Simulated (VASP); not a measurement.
**Al2Au: single point with r2SCAN**

Crystal: Al2Au.

```
CELL_PARAMETERS angstrom
0.00000 3.00532 3.00532
3.00532 0.00000 3.00532
3.00532 3.00532 0.00000
ATOMIC_POSITIONS crystal
Al 0.25000 0.25000 0.25000
Al 0.75000 0.75000 0.75000
Au 0.00000 0.00000 0.00000
```

| Item | Value |
| --- | --- |
| Program | VASP 6.6.1 |
| Task | single point |
| Functional | r2SCAN |
| Potentials or basis | VASP PAW PBE potentials, release 64 (Al, Au) |
| Cutoff | 520 eV |
| k mesh | 9 × 9 × 9 |
| Occupations | fermi-dirac, width 0.1 eV |
| Spin | no spin polarisation |
| Dipole correction | no |
| Further INCAR settings | ALGO = Normal; EDIFF = 1e-06; NBANDS = 16 |

| Property | Result |
| --- | --- |
| Pressure | -0.3 GPa |

Levels at points of the mesh, in eV from the Fermi level:
```
           k point  band 7  band 8  band 9  band 10  band 11  band 12
(0.00, 0.00, 0.00)    2.86    3.05    3.05     3.05     4.16     4.16
```

It took 75 s on 1 thread of Intel(R) Xeon(R) Platinum 8259CL CPU @ 2.50GHz (Skylake/Cascade Lake), with other jobs on the host, peak memory 0.2 GiB.

Caveat: the PAW data sets were made with another functional, which shifts forces and pressure a little; spin-orbit coupling is left out, which moves the levels of the heavy elements.
